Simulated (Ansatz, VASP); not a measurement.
TaN in VASP and in Ansatz

```
Ta N
1.0
     0.00000    2.17384    2.17384
     2.17384    0.00000    2.17384
     2.17384    2.17384    0.00000
Ta N
1 1
Direct
  0.49566 0.50434 0.50434
  0.05612 0.94388 0.94388
```

Change from the starting cell: mode 4 frozen in at -0.244 Å, equal normal strain along x, y and z +0.0000.

Alike in both runs: task single point; functional LDA; k mesh 18 × 18 × 18; occupations gaussian, width 0.15 eV; no spin polarisation.

|  | VASP | Ansatz |
| --- | --- | --- |
| version | VASP 6.6.1 | Ansatz 0.2.0 |
| potentials or method | VASP PAW LDA potentials, release 64 (Ta_sv_GW, N), cutoff 600 eV | scalar-relativistic, plane waves, PAW |
| valence electrons in the cell | 18 | 18 |

|  | VASP | Ansatz | Ansatz less VASP |
| --- | --- | --- | --- |
| gap on the k mesh at the Fermi level (eV) | none | none | - |
| pressure (GPa) | 15.0 | 13.4 | -1.58 |
| traceless stress, the component that is largest in VASP (GPa) | 26.15 | 25.73 | -0.421 |
| rms of the force components (eV/Å) | 2.010 | 1.972 | -0.0380 |

Ansatz warns that its potentials were made for another functional, while VASP's fit it. LDA's correlation is that of Perdew and Zunger in VASP and of Perdew and Wang (1992) in Ansatz. Atom by atom the forces differ by 0.038 eV/Å (rms over components). A gap of «none» marks a metal or a gap that the smearing closes.

Spin-orbit coupling is off throughout.
